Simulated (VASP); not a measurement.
Input of a VASP 6.6.1 run:

INCAR

```
SYSTEM = GaS3
PREC = Accurate ; ENCUT = 520
EDIFF = 1E-6 ; ISMEAR = 0
SIGMA = 0.1 ; LREAL = .False.
LASPH = .True. ; NELM = 100
ALGO = Normal ; ISIF = 2
LWAVE = .False. ; LCHARG = .False.
GGA = PE ; NBANDS = 24
```

File KPOINTS:

```
regular mesh
0
Gamma
  4 4 4
  0 0 0
```

POSCAR

```
GaS3
1.0
    4.1101324974      0.0000000000      0.0000000000
    0.0000000000      4.1101324974      0.0000000000
    0.0000000000      0.0000000000      4.1101324974
Ga S
1 3
Direct
    0.0000000000      0.0000000000      0.0000000000
    0.5000000000      0.5000000000      0.0000000000
    0.5000000000      0.0000000000      0.5000000000
    0.0000000000      0.5000000000      0.5000000000
```

Potentials or basis: VASP PAW PBE potentials, release 64 (Ga_d, S).

Command:

```console
$ cat potpaw_PBE.64/Ga_d/POTCAR potpaw_PBE.64/S/POTCAR > POTCAR
$ mpirun -np 1 vasp_std > vasp.out
```

Task: Predict the pressure.

Result: -0.1 GPa.

Task: What does it give for the band gap on the k mesh?

Result: Zero (an odd number of electrons rules out a gap without spin polarisation).

Caveat: the k points lie up to 0.38 Å⁻¹ apart, too coarse for converged energies and pressures of a metal.
